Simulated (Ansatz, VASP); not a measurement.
## ZnSe in VASP and in Ansatz

File INCAR:

```
PREC     = Accurate       # precision mode
ENCUT    = 520            # plane-wave cutoff, eV
EDIFF    = 1E-6           # SCF threshold, eV
ISMEAR   = 0              # smearing method
SIGMA    = 0.05           # smearing width, eV
LREAL    = False          # projectors in reciprocal space
LASPH    = True           # aspherical terms in the spheres
NELM     = 100            # most SCF steps
ALGO     = Normal         # electronic algorithm
ISIF     = 2              # what is computed and relaxed
LWAVE    = False          # write WAVECAR
LCHARG   = False          # write CHGCAR
GGA      = PE             # functional
NBANDS   = 16             # bands
```

Contents of KPOINTS:

```
regular mesh
0
Gamma
  10 10 10
```

The input POSCAR:

```
ZnSe
1.0
    0.0000000000      2.7900540542      2.9044909996
    2.9044909996      0.0000000000      2.9044909996
    2.9044909996      2.7900540542      0.0000000000
Zn Se
1 1
Direct
    0.0000000000      0.0000000000      0.0000000000
    0.7500000000      0.7500000000      0.7500000000
```

Input for Ansatz:

```yaml
crystal:
  lattice:
    - [0.0, 2.7900540542, 2.9044909996]
    - [2.9044909996, 0.0, 2.9044909996]
    - [2.9044909996, 2.7900540542, 0.0]
  atoms:
    - { symbol: Zn, position: [0.0, 0.0, 0.0] }
    - { symbol: Se, position: [0.75, 0.75, 0.75] }
basis:
  ecutwfc: 520.0
kpoints:
  mp_grid: { grid: [10, 10, 10] }
hamiltonian:
  xc: pbe
  pseudopotentials: { kind: paw, azcp: { folder: soft_1 } }
scf:
  occupations: { method: gaussian, width: 0.05 }
output:
  forces: true
  stress: true
  eigenvalues: true
```

Alike in both runs: task single point; functional PBE; k mesh 10 × 10 × 10; occupations gaussian, width 0.05 eV; no spin polarisation.

|  | VASP | Ansatz |
| --- | --- | --- |
| version | VASP 6.6.1 | Ansatz 0.2.0 |
| potentials or method | VASP PAW PBE potentials, release 64 (Zn, Se), cutoff 520 eV | scalar-relativistic, plane waves, PAW |
| valence electrons in the cell | 18 | 28 |

VASP gave:

| Property | Result |
| --- | --- |
| gap on the k mesh at the Fermi level (eV) | 1.06 |
| least direct gap on the mesh (eV) | 1.06 |
| pressure (GPa) | 0.2 |
| traceless stress, the component that is largest in VASP (GPa) | 0.85 |

**Question.** What did Ansatz give for the same quantities?

**Answer.** gap on the k mesh at the Fermi level (eV): 1.06; least direct gap on the mesh (eV): 1.06; pressure (GPa): 0.0; traceless stress, the component that is largest in VASP (GPa): 0.86.

VASP's potentials hold 18 valence electrons a cell and Ansatz's 28, so a difference there can come from the potentials and not from the codes.
